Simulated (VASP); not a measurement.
A run of VASP 6.6.1:

Contents of INCAR:

```
ALGO     = Fast           # electronic algorithm
EDIFF    = 1E-8           # SCF threshold, eV
ENCUT    = 600            # plane-wave cutoff, eV
IBRION   = 6              # ionic algorithm
ISIF     = 3              # what is computed and relaxed
ISMEAR   = -1             # smearing method
LASPH    = True           # aspherical terms in the spheres
LCHARG   = True           # write CHGCAR
LREAL    = False          # projectors in reciprocal space
LWAVE    = False          # write WAVECAR
NBANDS   = 10             # bands
NELM     = 60             # most SCF steps
NFREE    = 2            
NSW      = 1              # ionic steps
POTIM    = 0.015          # step
PREC     = Accurate       # precision mode
SIGMA    = 0.15           # smearing width, eV
```

File KPOINTS:

```
k-points
0
Gamma
  18 18 18
```

File POSCAR:

```
Ir
1.0
    0.0000000000      1.9064313894      1.9064313894
    1.9064313894      0.0000000000      1.9064313894
    1.9064313894      1.9064313894      0.0000000000
Ir
1
Direct
    0.0000000000      0.0000000000      0.0000000000
```

Potentials or basis: VASP PAW LDA potentials, release 64 (Ir).

Run with:

```bash
$ cat potpaw_LDA.64/Ir/POTCAR > POTCAR
$ mpirun -np 1 vasp_std > vasp.out
```

Hardware: 1 thread of Intel(R) Xeon(R) Platinum 8488C (Sapphire Rapids) (shared host).

Task: Estimate the wall time of this run.

Result: Run time: 21 min on 1 thread of Intel(R) Xeon(R) Platinum 8488C (Sapphire Rapids), on a shared host, peak memory 0.59 GiB. Counts: scf iterations 178, k points 195.
